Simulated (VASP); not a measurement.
# Cs (Im-3m) in VASP: further runs

The runs below take Cs through relaxation of cell and atoms, with PBE.

Program: VASP 6.6.1. These are calculated values, not measurements. Logs are shortened: lines on timing, memory, paths and dates and some standing lists are left out, and cuts for length are marked.

### Step 1. The cell of the first run

Symmetry: Im-3m, No. 229, cubic system. Conventional cell: a = 5.441 Å, b = 5.441 Å, c = 5.441 Å, α = 90.00°, β = 90.00°, γ = 90.00°.

### Step 2. Relaxation of cell and atoms, PBE, target pressure 1.3 GPa, at which the enthalpy is minimised

INCAR

```
PREC     = Accurate       # precision mode
ENCUT    = 600            # plane-wave cutoff, eV
EDIFF    = 1E-6           # SCF threshold, eV
ISMEAR   = -1             # smearing method
SIGMA    = 0.05           # smearing width, eV
LREAL    = False          # projectors in reciprocal space
LASPH    = True           # aspherical terms in the spheres
NELM     = 60             # most SCF steps
ALGO     = Normal         # electronic algorithm
ISIF     = 3              # what is computed and relaxed
LWAVE    = False          # write WAVECAR
LCHARG   = False          # write CHGCAR
GGA      = PE             # functional
IBRION   = 2              # ionic algorithm
NSW      = 60             # ionic steps
EDIFFG   = -0.005         # ionic threshold
PSTRESS  = 13.0
```

KPOINTS

```
regular mesh
0
Gamma
  10 10 10
```

POSCAR

```
Cs
1.0
   -2.7204591096      2.7204591096      2.7204591096
    2.7204591096     -2.7204591096      2.7204591096
    2.7204591096      2.7204591096     -2.7204591096
Cs
1
Direct
    0.0000000000      0.0000000000      0.0000000000
```

Potentials or basis: VASP PAW PBE potentials, release 64 (Cs_sv).

Run with:

```bash
cat potpaw_PBE.64/Cs_sv/POTCAR > POTCAR
mpirun -np 1 vasp_std > vasp.out
```

OUTCAR:

```text
PREC = Accurate
   ENCUT = 600
   EDIFF = 1E-6
   ISMEAR = -1
   LREAL = False
   LASPH = True
   NELM = 60
   ISIF = 3
   GGA = PE
   IBRION = 2
   NSW = 60
   EDIFFG = -0.005
   PSTRESS = 13.0

 ion  position               nearest neighbor table
   1  0.000  0.000  0.000-

  LATTYP: Found a body centered cubic cell.
 ALAT       =     5.4409182192

  Lattice vectors:

 A1 = (  -2.7204591096,   2.7204591096,   2.7204591096)
 A2 = (   2.7204591096,  -2.7204591096,   2.7204591096)
 A3 = (   2.7204591096,   2.7204591096,  -2.7204591096)

Analysis of symmetry for initial positions (statically):
=====================================================================
 Subroutine PRICEL returns:
 Original cell was already a primitive cell.

 Routine SETGRP: Setting up the symmetry group for a
 body centered cubic supercell.

 Subroutine GETGRP returns: Found 48 space group operations
 (whereof 48 operations were pure point group operations)
 out of a pool of 48 trial point group operations.

The static configuration has the point symmetry O_h .

Analysis of symmetry for dynamics (positions and initial velocities):
=====================================================================
 Subroutine PRICEL returns:
 Original cell was already a primitive cell.

 Routine SETGRP: Setting up the symmetry group for a
 body centered cubic supercell.

 Subroutine GETGRP returns: Found 48 space group operations
 (whereof 48 operations were pure point group operations)
 out of a pool of 48 trial point group operations.

The dynamic configuration has the point symmetry O_h .

 Subroutine INISYM returns: Found 48 space group operations
 (whereof 48 operations are pure point group operations),
 and found     1 'primitive' translations

----------------------------------------------------------------------------------------

                                     Primitive cell

  volume of cell :      80.5354

  direct lattice vectors                    reciprocal lattice vectors
    -2.720459110  2.720459110  2.720459110     0.000000000  0.183792507  0.183792507
     2.720459110 -2.720459110  2.720459110     0.183792507  0.000000000  0.183792507
     2.720459110  2.720459110 -2.720459110     0.183792507  0.183792507  0.000000000

  length of vectors
     4.711973398  4.711973398  4.711973398     0.259921856  0.259921856  0.259921856

  position of ions in fractional coordinates (direct lattice)
     0.000000000  0.000000000  0.000000000

  ion indices of the primitive-cell ions
   primitive index   ion index
                 1           1

----------------------------------------------------------------------------------------

 KPOINTS: regular mesh

Automatic generation of k-mesh.
 Grid dimensions read from file:
 generate k-points for:   10   10   10

 Generating k-lattice:

  Cartesian coordinates                     Fractional coordinates (reciprocal lattice)
     0.000000000  0.018379251  0.018379251     0.100000000  0.000000000  0.000000000
     0.018379251  0.000000000  0.018379251     0.000000000  0.100000000  0.000000000
     0.018379251  0.018379251  0.000000000     0.000000000  0.000000000  0.100000000

  Length of vectors
     0.025992186  0.025992186  0.025992186

  Shift w.r.t. Gamma in fractional coordinates (k-lattice)
     0.000000000  0.000000000  0.000000000

 Subroutine IBZKPT returns following result:
 ===========================================

 Found     47 irreducible k-points:

 Following reciprocal coordinates:
            Coordinates               Weight
  0.000000  0.000000  0.000000      1.000000
  0.100000  0.000000  0.000000     12.000000
  0.200000  0.000000  0.000000     12.000000
  0.300000  0.000000  0.000000     12.000000
  0.400000  0.000000  0.000000     12.000000
  0.500000  0.000000  0.000000      6.000000
[... 16 lines left out ...]
  0.300000  0.300000  0.100000      8.000000
 -0.300000  0.300000  0.100000     24.000000
 [... further k-points ...]
   k-points           NKPTS =     47   k-points in BZ     NKDIM =     47   number of bands    NBANDS=      8
   number of dos      NEDOS =    301   number of ions     NIONS =      1
   total plane-waves  NPLWV =  64000
   dimension x,y,z NGX =    40 NGY =   40 NGZ =   40
   dimension x,y,z NGXF=    80 NGYF=   80 NGZF=   80
   ions per type =               1
   NGX,Y,Z   is equivalent  to a cutoff of  14.11, 14.11, 14.11 a.u.
   NGXF,Y,Z  is equivalent  to a cutoff of  28.23, 28.23, 28.23 a.u.
 SYSTEM =  unknown system
   PREC   = accura    normal or accurate (medium, high low for compatibility)
   ISTART =      0    job   : 0-new  1-cont  2-samecut
   ICHARG =      2    charge: 1-file 2-atom 10-const
   ISPIN  =      1    spin polarized calculation?
   LNONCOLLINEAR =      F non collinear calculations
   LSORBIT =      F    spin-orbit coupling
   LASPH  =      T    aspherical Exc in radial PAW
   ENCUT  =  600.0 eV  44.10 Ry    6.64 a.u.   9.41  9.41  9.41*2*pi/ulx,y,z
   NELM   =     60;   NELMIN=  2; NELMDL= -5     # of ELM steps
   EDIFF  = 0.1E-05   stopping-criterion for ELM
   LREAL  =      F    real-space projection
   EDIFFG = -.5E-02   stopping-criterion for IOM
   NSW    =     60    number of steps for IOM
   IBRION =      2    ionic relax: 0-MD 1-quasi-New 2-CG
   NFREE  =      1    steps in history (QN), initial steepest desc. (CG)
   ISIF   =      3    stress and relaxation
   ISYM   =      2    0-nonsym 1-usesym 2-fastsym
   POTIM  = 0.5000    time-step for ionic-motion
   TEBEG  =    0.0;   TEEND  =   0.0 temperature during run
   PSTRESS=   13.0 pullay stress
   NELECT =       9.0000    total number of electrons
   NUPDOWN=      -1.0000    fix difference up-down
   EMIN   =  10.00;   EMAX   =-10.00  energy-range for DOS
   EFERMI =   0.00;   METHOD = LEGACY
   ISMEAR =    -1;   SIGMA  =   0.05  broadening in eV -4-tet -1-fermi 0-gaus
   EFERMI_NEDOS =   21; number of points for ismear=-14 and -15
   IALGO  =     38    algorithm
   IMIX   =      4    mixing-type and parameters
     AMIX     =   0.40;   BMIX     =  1.00
     AMIX_MAG =   1.60;   BMIX_MAG =  1.00
  volume/ion in A,a.u.               =      80.54       543.48
  Fermi-wavevector in a.u.,A,eV,Ry     =   0.788546  1.490135  8.460159  0.621804
  Thomas-Fermi vector in A             =   1.893509
   LORBIT       =      0    0 simple, 1 ext, 2 COOP (PROOUT), +10 PAW based schemes
   GGA     = PE    functional components
   LHFCALC =     F    Hartree Fock is set to
   AEXX    =    0.0000 exact exchange contribution
   IVDW    =     0    specifies the selected vdW correction
   LEPSILON=     F    determine dielectric tensor
   LRPA    =     F    only Hartree local field effects (RPA)
 conjugate gradient relaxation of ions
 non-spin polarized calculation
  energy-cutoff  :      600.00
  volume of cell :       80.54
 maximum number of plane-waves:      2731
 NGX is ok and might be reduce to    40
   NGX = 19   NGY = 19   NGZ = 19

 number of electron       9.0000000 magnetization

 Free energy of the ion-electron system (eV)
  ---------------------------------------------------
  ext. energy  EPLUGINS =         0.00000000
  ---------------------------------------------------
  free energy    TOTEN  =        -0.73868748 eV

  energy without entropy =       -0.72757357  energy(sigma->0) =       -0.73313052

 E-fermi :   1.5411     XC(G=0):  -6.3941

 val. band max:        1.5099955414   @ k =   0.3000   0.1000   0.1000
 cond. band min:       1.5798608737   @ k =   0.2000   0.2000   0.1000
 fundamental gap:      0.0698653323
 Fermi energy:         1.5410763015

 k-point     1 :       0.0000    0.0000    0.0000
  band No.  band energies     occupation
      1     -22.2092      2.00000
      2      -8.8403      2.00000
      3      -8.8403      2.00000
      4      -8.8403      2.00000
      5      -0.4988      2.00000
      6       4.2076      0.00000
      7       4.2076      0.00000
      8       4.2076      0.00000

 k-point     2 :       0.1000    0.0000    0.0000
  band No.  band energies     occupation
      1     -22.2060      2.00000
      2      -8.8851      2.00000
      3      -8.8535      2.00000
      4      -8.8407      2.00000
      5      -0.3357      2.00000
      6       4.0425      0.00000
      7       4.0735      0.00000
      8       4.3735      0.00000

 k-point     3 :       0.2000    0.0000    0.0000
  band No.  band energies     occupation
      1     -22.1975      2.00000
      2      -8.9981      2.00000
      3      -8.8875      2.00000
      4      -8.8418      2.00000
      5       0.1100      2.00000
      6       3.5902      0.00000
      7       3.6956      0.00000
      8       4.8611      0.00000

 k-point     4 :       0.3000    0.0000    0.0000
  band No.  band energies     occupation
      1     -22.1869      2.00000
      2      -9.1305      2.00000
      3      -8.9289      2.00000
      4      -8.8432      2.00000
      5       0.7025      2.00000
      6       3.1103      0.00000
      7       3.3641      0.00000
      8       5.3055      0.00000

 k-point     5 :       0.4000    0.0000    0.0000
  band No.  band energies     occupation
      1     -22.1784      2.00000
      2      -9.2324      2.00000
      3      -8.9618      2.00000
      4      -8.8444      2.00000
      5       1.1900      1.99822
      6       2.9303      0.00000
      7       3.1421      0.00000
      8       5.4064      0.00000
[... 177 lines left out ...]
 k-point    22 :      -0.2000    0.2000    0.1000
  band No.  band energies     occupation
      1     -22.1946      2.00000
      2      -8.9993      2.00000
      3      -8.9016      2.00000
      4      -8.8749      2.00000
      5       0.2565      2.00000
      6       3.6088      0.00000
      7       3.8050      0.00000
      8       4.3972      0.00000

 k-point    23 :       0.3000    0.3000    0.1000
  band No.  band energies     occupation
      1     -22.1726      2.00000
      2      -9.1140      2.00000
      3      -9.1140      2.00000
      4      -8.9334      2.00000
      5       2.3929      0.00000
      6       2.6471      0.00000
      7       2.6471      0.00000
      8       5.6251      0.00000

 k-point    24 :      -0.3000    0.3000    0.1000
  band No.  band energies     occupation
      1     -22.1843      2.00000
      2      -9.1243      2.00000
      3      -8.9437      2.00000
      4      -8.8748      2.00000
      5       0.8386      2.00000
      6       3.0618      0.00000
      7       3.5024      0.00000
      8       4.6084      0.00000

 [... further k-points ...]

------------------------ aborting loop because EDIFF is reached ----------------------------------------

  FORCE on cell =-STRESS in cart. coord.  units (eV):
  Direction    XX          YY          ZZ          XY          YZ          ZX
  --------------------------------------------------------------------------------------
  -------------------------------------------------------------------------------------
  Total        0.6559201      0.6559201      0.6559201      0.0000000     -0.0000000     -0.0000000
  in kB       13.0489309     13.0489309     13.0489309      0.0000000     -0.0000000     -0.0000000
  external PRESSURE =       0.0489309 kB  Pullay stress =      13.0000000 kB

 VOLUME and BASIS-vectors are now :
 -----------------------------------------------------------------------------
  energy-cutoff  :      600.00
  volume of cell :       80.54
      direct lattice vectors                 reciprocal lattice vectors
    -2.720459110  2.720459110  2.720459110     0.000000000  0.183792507  0.183792507
     2.720459110 -2.720459110  2.720459110     0.183792507  0.000000000  0.183792507
     2.720459110  2.720459110 -2.720459110     0.183792507  0.183792507  0.000000000

 POSITION                                       TOTAL-FORCE (eV/Angst)
 -----------------------------------------------------------------------------------
      0.00000      0.00000      0.00000         0.000000     -0.000000      0.000000
 -----------------------------------------------------------------------------------
    total drift:                               -0.000000     -0.000000     -0.000000

  FREE ENERGIE OF THE ION-ELECTRON SYSTEM (eV)
  ---------------------------------------------------
  free  energy   TOTEN  =        -0.7386874771 eV

  energy  without entropy=       -0.7275735708  energy(sigma->0) =       -0.73313052

  enthalpy is  TOTEN    =        -0.0852269348 eV   P V=        0.6534605423

 reached required accuracy - stopping structural energy minimisation
```

It took 24 s on 1 thread of Intel Xeon 6975P-C (Granite Rapids), shared host; peak memory 0.24 GiB.

What came out:

```yaml
Free_energy: -0.7387 eV
Pressure_after_relaxing: 1.3 GPa
Band_gap_on_the_k_mesh: zero (an odd number of electrons rules out a gap without spin polarisation)
```

Final structure:
```
Cs
1.0
    -2.72046    2.72046    2.72046
     2.72046   -2.72046    2.72046
     2.72046    2.72046   -2.72046
Cs
1
Cartesian
  0.0000 0.0000 0.0000
```

Levels at points of the mesh, in eV from the Fermi level:
| k point | band 2 | band 3 | band 4 | band 5 | band 6 | band 7 |
| --- | --- | --- | --- | --- | --- | --- |
| (0.00, 0.00, 0.00) | -10.38 | -10.38 | -10.38 | -2.04 | 2.67 | 2.67 |
| (0.50, 0.00, 0.00) | -10.81 | -10.52 | -10.39 | -0.19 | 1.42 | 1.52 |
| (0.50, 0.50, 0.50) | -10.67 | -10.67 | -10.67 | 0.23 | 0.23 | 4.11 |

Caveat: the relaxation stopped at its first step, so nothing moved; the cell is relaxed towards a set pressure, so the run minimises the enthalpy, not the energy; spin-orbit coupling is left out, which moves the levels of the heavy elements.

### Step 3. Relaxation of cell and atoms, PBE, target pressure 1.3 GPa, at which the enthalpy is minimised

INCAR

```
SYSTEM = Cs
PREC = Accurate
ENCUT = 600
EDIFF = 1E-6
ISMEAR = -1
SIGMA = 0.05
LREAL = .FALSE.
LASPH = .TRUE.
NELM = 100
ALGO = Normal
ISIF = 3
LWAVE = .FALSE.
LCHARG = .FALSE.
GGA = PE
IBRION = 2
NSW = 32
EDIFFG = -0.005
PSTRESS = 13.0
```

KPOINTS

```
Automatic mesh
0
G
  10 10 10
  0 0 0
```

POSCAR is that of step 2.

Potentials or basis: VASP PAW PBE potentials, release 64 (Cs_sv).

Run with:

```bash
cat potpaw_PBE.64/Cs_sv/POTCAR > POTCAR
mpirun -np 1 vasp_std > vasp.out
```

It took 24 s on 1 thread of Intel Xeon 6975P-C (Granite Rapids), shared host; peak memory 0.25 GiB.

The run converged. Its results:

- Free energy: -0.7387 eV
- Pressure after relaxing: 1.3 GPa
- Band gap on the k mesh: zero (an odd number of electrons rules out a gap without spin polarisation)

Final structure:
```cif
data_structure
_symmetry_space_group_name_H-M 'P 1'
_symmetry_Int_Tables_number 1
_cell_length_a 4.7120
_cell_length_b 4.7120
_cell_length_c 4.7120
_cell_angle_alpha 109.471
_cell_angle_beta 109.471
_cell_angle_gamma 109.471
_cell_volume 80.54
loop_
_atom_site_label
_atom_site_type_symbol
_atom_site_fract_x
_atom_site_fract_y
_atom_site_fract_z
_atom_site_occupancy
Cs1 Cs 0.00000 0.00000 0.00000 1
```

Levels at points of the mesh, in eV from the Fermi level:
| k point | band 2 | band 3 | band 4 | band 5 | band 6 | band 7 |
| --- | --- | --- | --- | --- | --- | --- |
| (0.00, 0.00, 0.00) | -10.38 | -10.38 | -10.38 | -2.04 | 2.67 | 2.67 |
| (0.50, 0.00, 0.00) | -10.81 | -10.52 | -10.39 | -0.19 | 1.42 | 1.52 |
| (0.50, 0.50, 0.50) | -10.67 | -10.67 | -10.67 | 0.23 | 0.23 | 4.11 |

Caveat: the relaxation stopped at its first step, so nothing moved; the cell is relaxed towards a set pressure, so the run minimises the enthalpy, not the energy; spin-orbit coupling is left out, which moves the levels of the heavy elements.
